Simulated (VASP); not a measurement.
# Hf (P6_3/mmc) in VASP: further runs

Hf is run at these levels: LDA; tasks: single point.

Everything below comes from runs of VASP 6.6.1. Logs are shortened: lines on timing, memory, paths and dates and some standing lists are left out, and cuts for length are marked.

## Step 1: The cell of the first run

It takes space group P6_3/mmc (No. 194, hexagonal). The conventional cell has a = 3.101 Å, b = 3.101 Å, c = 4.923 Å, α = 90.00°, β = 90.00°, γ = 120.00°. Within 4.0 Å of Hf (site symmetry -6m2) lie 12 Hf at 3.04 to 3.10 Å.

## Step 2: Single point, LDA

Contents of INCAR:

```
SYSTEM = Hf
ALGO = Normal
EDIFF = 1E-7
ENCUT = 520
GGA = CA
ISIF = 2
ISMEAR = -1
LASPH = .TRUE.
LCHARG = .FALSE.
LREAL = .FALSE.
LWAVE = .FALSE.
NBANDS = 17
NELM = 60
PREC = Accurate
SIGMA = 0.05
```

Contents of KPOINTS:

```
k-points
0
G
  18 18 10
  0 0 0
```

Contents of POSCAR:

```
Hf
1.0
    3.1005742381      0.0000000000      0.0000000000
   -1.5502871191      2.6851760566      0.0000000000
    0.0000000000      0.0000000000      4.9229543746
Hf
2
Direct
    0.3333333333      0.6666666667      0.2500000000
    0.6666666667      0.3333333333      0.7500000000
```

Potentials or basis: VASP PAW LDA potentials, release 64 (Hf_pv).

Command:

```bash
cat potpaw_LDA.64/Hf_pv/POTCAR > POTCAR
mpirun -np 1 vasp_std > vasp.out
```

OUTCAR:

```text
SYSTEM = Hf
   EDIFF = 1E-7
   ENCUT = 520
   GGA = CA
   ISIF = 2
   ISMEAR = -1
   LASPH = .TRUE.
   LREAL = .FALSE.
   NELM = 60
   PREC = Accurate

 ion  position               nearest neighbor table
   1  0.333  0.667  0.250-   2 3.04   2 3.04   2 3.04   2 3.04   2 3.04   2 3.04
   2  0.667  0.333  0.750-   1 3.04   1 3.04   1 3.04   1 3.04   1 3.04   1 3.04

  LATTYP: Found a hexagonal cell.
 ALAT       =     3.1005742381
 C/A-ratio  =     1.5877556854

  Lattice vectors:

 A1 = (   3.1005742381,   0.0000000000,   0.0000000000)
 A2 = (  -1.5502871191,   2.6851760566,   0.0000000000)
 A3 = (   0.0000000000,   0.0000000000,   4.9229543746)

Analysis of symmetry for initial positions (statically):
=====================================================================
 Subroutine PRICEL returns:
 Original cell was already a primitive cell.

 Routine SETGRP: Setting up the symmetry group for a
 hexagonal supercell.

 Subroutine GETGRP returns: Found 24 space group operations
 (whereof 12 operations were pure point group operations)
 out of a pool of 24 trial point group operations.

The static configuration has the point symmetry D_3d.
 The point group associated with its full space group is D_6h.

Analysis of symmetry for dynamics (positions and initial velocities):
=====================================================================
 Subroutine PRICEL returns:
 Original cell was already a primitive cell.

 Routine SETGRP: Setting up the symmetry group for a
 hexagonal supercell.

 Subroutine GETGRP returns: Found 24 space group operations
 (whereof 12 operations were pure point group operations)
 out of a pool of 24 trial point group operations.

The dynamic configuration has the point symmetry D_3d.
 The point group associated with its full space group is D_6h.

 Subroutine INISYM returns: Found 24 space group operations
 (whereof 12 operations are pure point group operations),
 and found     1 'primitive' translations

----------------------------------------------------------------------------------------

                                     Primitive cell

  volume of cell :      40.9865

  direct lattice vectors                    reciprocal lattice vectors
     3.100574238  0.000000000  0.000000000     0.322520902  0.186207530  0.000000000
    -1.550287119  2.685176057  0.000000000     0.000000000  0.372415059  0.000000000
     0.000000000  0.000000000  4.922954375     0.000000000  0.000000000  0.203130056

  length of vectors
[... 77 lines left out ...]
   LNONCOLLINEAR =      F non collinear calculations
   LSORBIT =      F    spin-orbit coupling
   LASPH  =      T    aspherical Exc in radial PAW
   ENCUT  =  520.0 eV  38.22 Ry    6.18 a.u.   5.77  5.77  9.15*2*pi/ulx,y,z
   NELM   =     60;   NELMIN=  2; NELMDL= -5     # of ELM steps
   EDIFF  = 0.1E-06   stopping-criterion for ELM
   LREAL  =      F    real-space projection
   EDIFFG = 0.1E-05   stopping-criterion for IOM
   NSW    =      0    number of steps for IOM
   IBRION =     -1    ionic relax: 0-MD 1-quasi-New 2-CG
   NFREE  =      0    steps in history (QN), initial steepest desc. (CG)
   ISIF   =      2    stress and relaxation
   ISYM   =      2    0-nonsym 1-usesym 2-fastsym
   POTIM  = 0.5000    time-step for ionic-motion
   TEBEG  =    0.0;   TEEND  =   0.0 temperature during run
   PSTRESS=    0.0 pullay stress
   NELECT =      20.0000    total number of electrons
   NUPDOWN=      -1.0000    fix difference up-down
   EMIN   =  10.00;   EMAX   =-10.00  energy-range for DOS
   EFERMI =   0.00;   METHOD = LEGACY
   ISMEAR =    -1;   SIGMA  =   0.05  broadening in eV -4-tet -1-fermi 0-gaus
   EFERMI_NEDOS =   21; number of points for ismear=-14 and -15
   IALGO  =     38    algorithm
   IMIX   =      4    mixing-type and parameters
     AMIX     =   0.40;   BMIX     =  1.00
     AMIX_MAG =   1.60;   BMIX_MAG =  1.00
  volume/ion in A,a.u.               =      20.49       138.30
  Fermi-wavevector in a.u.,A,eV,Ry     =   1.288857  2.435586 22.601335  1.661151
  Thomas-Fermi vector in A             =   2.420785
   LORBIT       =      0    0 simple, 1 ext, 2 COOP (PROOUT), +10 PAW based schemes
   GGA     = CA    functional components
   LHFCALC =     F    Hartree Fock is set to
   AEXX    =    0.0000 exact exchange contribution
   IVDW    =     0    specifies the selected vdW correction
   LEPSILON=     F    determine dielectric tensor
   LRPA    =     F    only Hartree local field effects (RPA)
 non-spin polarized calculation
  energy-cutoff  :      520.00
  volume of cell :       40.99
 maximum number of plane-waves:      1132
 NGX is ok and might be reduce to    24
   NGX = 11   NGY = 11   NGZ = 19

 number of electron      20.0000000 magnetization

 Free energy of the ion-electron system (eV)
  ---------------------------------------------------
  ext. energy  EPLUGINS =         0.00000000
  ---------------------------------------------------
  free energy    TOTEN  =       -21.39209593 eV

  energy without entropy =      -21.37898690  energy(sigma->0) =      -21.38554142

 E-fermi :   5.4322     XC(G=0): -11.8760

 val. band max:        5.4249312291   @ k =   0.0556   0.0556   0.2000
 cond. band min:       5.4429042084   @ k =   0.1111   0.0556   0.1000
 fundamental gap:      0.0179729793
 Fermi energy:         5.4322368524

 k-point     1 :       0.0000    0.0000    0.0000
  band No.  band energies     occupation
      1     -25.4783      2.00000
      2     -24.4730      2.00000
      3     -24.4730      2.00000
      4     -24.3052      2.00000
      5     -24.3046      2.00000
      6     -24.3046      2.00000
[... 457 lines left out ...]
      4     -24.7544      2.00000
      5     -24.5990      2.00000
      6     -24.4855      2.00000
[... 9 lines left out ...]
     16      12.1608      0.00000
     17      12.8602      0.00000

 [... further k-points ...]
[... 5 lines left out ...]
  --------------------------------------------------------------------------------------
  -------------------------------------------------------------------------------------
  Total        0.5381754      0.5381754      0.5317802     -0.0000000      0.0000000      0.0000000
  in kB       21.0374798     21.0374798     20.7874900     -0.0000000      0.0000000      0.0000000
  external PRESSURE =      20.9541499 kB  Pullay stress =       0.0000000 kB

 VOLUME and BASIS-vectors are now :
 -----------------------------------------------------------------------------
  energy-cutoff  :      520.00
  volume of cell :       40.99
      direct lattice vectors                 reciprocal lattice vectors
     3.100574238  0.000000000  0.000000000     0.322520902  0.186207530  0.000000000
    -1.550287119  2.685176057  0.000000000     0.000000000  0.372415059  0.000000000
     0.000000000  0.000000000  4.922954375     0.000000000  0.000000000  0.203130056

 POSITION                                       TOTAL-FORCE (eV/Angst)
 -----------------------------------------------------------------------------------
     -0.00000      1.79012      1.23074         0.000000      0.000000      0.000000
      1.55029      0.89506      3.69222        -0.000000     -0.000000      0.000000
 -----------------------------------------------------------------------------------
    total drift:                               -0.000000      0.000000     -0.000000

  FREE ENERGIE OF THE ION-ELECTRON SYSTEM (eV)
  ---------------------------------------------------
  free  energy   TOTEN  =       -21.3920959327 eV

  energy  without entropy=      -21.3789868992  energy(sigma->0) =      -21.38554142
```

It took 2.7 min on 1 thread of Intel Xeon 8259CL, shared host; peak memory 0.24 GiB.

Results:

| Item | Value |
| --- | --- |
| Free energy | -21.3921 eV |
| Pressure | 2.1 GPa |
| Band gap on the k mesh | zero (band 10 reaches 6.56 eV, above the bottom of band 11 at 5.10 eV) |

Levels at points of the mesh, in eV from the Fermi level:
```
           k point  band 8  band 9  band 10  band 11  band 12  band 13
(0.00, 0.00, 0.00)   -4.00    1.11     1.13     1.13     1.39     2.03
(0.50, 0.00, 0.00)   -3.10   -2.53    -0.52     0.71     0.96     1.80
(0.00, 0.00, 0.50)   -5.48    0.09     0.09     1.01     1.01     1.01
(0.50, 0.00, 0.50)   -3.70   -1.19    -1.19     1.61     1.61     2.79
```

Caveat: spin-orbit coupling is left out, which moves the levels of the heavy elements.

## Step 3: Single point, LDA

This run uses another cell than the first one, of 20.66 Å³/atom, 1.008 times its volume.

Contents of INCAR:

```
  PREC = Accurate
  ENCUT = 520
  EDIFF = 1E-6
  ISMEAR = -1
  SIGMA = 0.05
  LREAL = False
  LASPH = True
  NELM = 60
  ALGO = Normal
  ISIF = 2
  LWAVE = False
  LCHARG = False
  GGA = CA
  NBANDS = 17
```

Contents of KPOINTS:

```
Automatic mesh
0
Gamma
  18 18 10
```

Contents of POSCAR:

```
Hf
1.0
    3.1095378057      0.0000000000      0.0000000000
   -1.5547689028      2.6929387338      0.0000000000
    0.0000000000      0.0000000000      4.9345142960
Hf
2
Direct
    0.3333333333      0.6666666667      0.2500000000
    0.6666666667      0.3333333333      0.7500000000
```

Potentials or basis: VASP PAW LDA potentials, release 64 (Hf_pv).

Command:

```bash
cat potpaw_LDA.64/Hf_pv/POTCAR > POTCAR
mpirun -np 1 vasp_std > vasp.out
```

OUTCAR:

```text
PREC = Accurate
   ENCUT = 520
   EDIFF = 1E-6
   ISMEAR = -1
   LREAL = False
   LASPH = True
   NELM = 60
   ISIF = 2
   GGA = CA

 ion  position               nearest neighbor table
   1  0.333  0.667  0.250-   2 3.05   2 3.05   2 3.05   2 3.05   2 3.05   2 3.05
   2  0.667  0.333  0.750-   1 3.05   1 3.05   1 3.05   1 3.05   1 3.05   1 3.05

  LATTYP: Found a hexagonal cell.
 ALAT       =     3.1095378057
 C/A-ratio  =     1.5868963828

  Lattice vectors:

 A1 = (   3.1095378057,   0.0000000000,   0.0000000000)
 A2 = (  -1.5547689028,   2.6929387338,   0.0000000000)
 A3 = (   0.0000000000,   0.0000000000,   4.9345142960)

Analysis of symmetry for initial positions (statically):
=====================================================================
 Subroutine PRICEL returns:
 Original cell was already a primitive cell.

 Routine SETGRP: Setting up the symmetry group for a
 hexagonal supercell.

 Subroutine GETGRP returns: Found 24 space group operations
 (whereof 12 operations were pure point group operations)
 out of a pool of 24 trial point group operations.

[... 158 lines left out ...]
  ext. energy  EPLUGINS =         0.00000000
  ---------------------------------------------------
  free energy    TOTEN  =       -21.39545264 eV

  energy without entropy =      -21.38241770  energy(sigma->0) =      -21.38893517

 E-fermi :   5.3718     XC(G=0): -11.8379

 val. band max:        5.3693933737   @ k =   0.1111   0.0556   0.0000
 cond. band min:       5.3907797002   @ k =   0.1111   0.0556   0.1000
 fundamental gap:      0.0213863265
 Fermi energy:         5.3718018487

 k-point     1 :       0.0000    0.0000    0.0000
  band No.  band energies     occupation
      1     -25.5396      2.00000
      2     -24.5596      2.00000
      3     -24.5596      2.00000
      4     -24.3955      2.00000
      5     -24.3949      2.00000
      6     -24.3949      2.00000
[... 457 lines left out ...]
      4     -24.8333      2.00000
      5     -24.6824      2.00000
      6     -24.5707      2.00000
[... 9 lines left out ...]
     16      12.0431      0.00000
     17      12.7246      0.00000

 [... further k-points ...]
[... 5 lines left out ...]
  --------------------------------------------------------------------------------------
  -------------------------------------------------------------------------------------
  Total        0.2784655      0.2784655      0.2734063      0.0000000     -0.0000000      0.0000000
  in kB       10.7973016     10.7973016     10.6011348      0.0000000     -0.0000000      0.0000000
  external PRESSURE =      10.7319127 kB  Pullay stress =       0.0000000 kB

 VOLUME and BASIS-vectors are now :
 -----------------------------------------------------------------------------
  energy-cutoff  :      520.00
  volume of cell :       41.32
      direct lattice vectors                 reciprocal lattice vectors
     3.109537806  0.000000000  0.000000000     0.321591202  0.185670767  0.000000000
    -1.554768903  2.692938734  0.000000000     0.000000000  0.371341534  0.000000000
     0.000000000  0.000000000  4.934514296     0.000000000  0.000000000  0.202654190

 POSITION                                       TOTAL-FORCE (eV/Angst)
 -----------------------------------------------------------------------------------
     -0.00000      1.79529      1.23363         0.000000      0.000000      0.000000
      1.55477      0.89765      3.70089        -0.000000     -0.000000      0.000000
 -----------------------------------------------------------------------------------
    total drift:                                0.000000     -0.000000      0.000000

  FREE ENERGIE OF THE ION-ELECTRON SYSTEM (eV)
  ---------------------------------------------------
  free  energy   TOTEN  =       -21.3954526448 eV

  energy  without entropy=      -21.3824176995  energy(sigma->0) =      -21.38893517
```

OSZICAR:

```text
N       E                     dE             d eps       ncg     rms          rms(c)
DAV:   1     0.497352116606E+02    0.49735E+02   -0.11479E+04  7572   0.113E+03
DAV:   2    -0.203023236152E+02   -0.70038E+02   -0.68213E+02  9830   0.251E+02
DAV:   3    -0.220761833565E+02   -0.17739E+01   -0.17590E+01  9543   0.268E+01
DAV:   4    -0.220888111137E+02   -0.12628E-01   -0.12621E-01  9529   0.268E+00
DAV:   5    -0.220889270827E+02   -0.11597E-03   -0.11595E-03  9669   0.225E-01    0.686E+01
DAV:   6    -0.215842823705E+02    0.50464E+00   -0.42362E-01  8909   0.412E+00    0.404E+01
DAV:   7    -0.214037258341E+02    0.18056E+00   -0.67658E-01  9174   0.501E+00    0.188E+00
DAV:   8    -0.213953767412E+02    0.83491E-02   -0.40492E-02  8912   0.135E+00    0.294E-01
DAV:   9    -0.213954588870E+02   -0.82146E-04   -0.92566E-04 10109   0.211E-01    0.168E-01
DAV:  10    -0.213954555693E+02    0.33177E-05   -0.43366E-05  8899   0.453E-02    0.188E-01
DAV:  11    -0.213954526845E+02    0.28848E-05   -0.41000E-06  9402   0.129E-02    0.137E-02
DAV:  12    -0.213954526448E+02    0.39693E-07   -0.35010E-07  5005   0.413E-03
   1 F= -.21395453E+02 E0= -.21388935E+02  d E =-.130349E-01
```

stdout:

```text
POSCAR found type information on POSCAR Hf
 POSCAR found :  1 types and       2 ions
 scaLAPACK will be used
 LDA part: xc-table for (Slater(with rela. corr.)+CA(PZ))
 , standard interpolation
 POSCAR, INCAR and KPOINTS ok, starting setup
 FFT: planning ... GRIDC
 FFT: planning ... GRID_SOFT
 FFT: planning ... GRID
 WAVECAR not read
 entering main loop
```

It took 2.4 min on 1 thread of Intel Xeon 8259CL, shared host; peak memory 0.24 GiB.

Results:

```yaml
Free_energy: -21.3955 eV
Pressure: 1.1 GPa
Band_gap_on_the_k_mesh: zero (band 10 reaches 6.50 eV, above the bottom of band 11 at 5.04 eV)
```

Caveat: spin-orbit coupling is left out, which moves the levels of the heavy elements.

## Step 4: Single point, LDA

This run uses another cell than the first one, of 20.83 Å³/atom, 1.016 times its volume.

Contents of INCAR:

```
PREC = Accurate
ENCUT = 520
EDIFF = 1E-6
ISMEAR = -1
SIGMA = 0.05
LREAL = F
LASPH = T
NELM = 100
ALGO = Normal
ISIF = 2
LWAVE = F
LCHARG = F
NBANDS = 17
```

KPOINTS is that of step 3.

Contents of POSCAR:

```
Hf
1.0
    3.1184126316      0.0000000000      0.0000000000
   -1.5592063158      2.7006245584      0.0000000000
    0.0000000000      0.0000000000      4.9463495682
Hf
2
Direct
    0.3333333333      0.6666666667      0.2500000000
    0.6666666667      0.3333333333      0.7500000000
```

Command:

```bash
cat potpaw_LDA.64/Hf_pv/POTCAR > POTCAR
mpirun -np 1 vasp_std > vasp.out
```

It took 2.5 min on 1 thread of Intel Xeon 8259CL, shared host; peak memory 0.24 GiB.

Results (log left out):

```
Free energy            : -21.3967 eV
Pressure               : 0.1 GPa
Band gap on the k mesh : zero (band 10 reaches 6.43 eV, above the bottom of band 11 at 4.97 eV)
```

Levels at points of the mesh, in eV from the Fermi level:
```tsv
k point	band 7	band 8	band 9	band 10	band 11	band 12	band 13	band 14
(0.00, 0.00, 0.00)	-7.56	-3.94	1.05	1.12	1.12	1.40	2.01	2.01
(0.50, 0.00, 0.00)	-3.45	-3.04	-2.47	-0.56	0.70	0.94	1.77	6.30
(0.00, 0.00, 0.50)	-5.45	-5.45	0.10	0.10	1.01	1.01	1.01	1.01
(0.50, 0.00, 0.50)	-3.64	-3.64	-1.16	-1.16	1.54	1.54	2.74	2.74
```

Caveat: spin-orbit coupling is left out, which moves the levels of the heavy elements.

## Step 5: Summary

```tsv
cell	gap on the mesh (eV)	pressure (GPa)
a = 3.101, b = 3.101, c = 4.923 Å, angles 90.0, 90.0, 120.0°, 2 atoms	none	2.1
a = 3.110, b = 3.110, c = 4.935 Å, angles 90.0, 90.0, 120.0°, 2 atoms	none	1.1
a = 3.118, b = 3.118, c = 4.946 Å, angles 90.0, 90.0, 120.0°, 2 atoms	none	0.1
```

Alike in all rows: task single point; level LDA; potentials or basis VASP PAW LDA potentials, release 64 (Hf_pv); no spin polarisation; k mesh 18 × 18 × 10; cutoff (eV) 520; smearing fermi-dirac 0.05 eV.

Caveats: spin-orbit coupling is left out, which moves the levels of the heavy elements.

Total energies depend on the potentials used, so only differences within one code and one set of settings carry meaning.
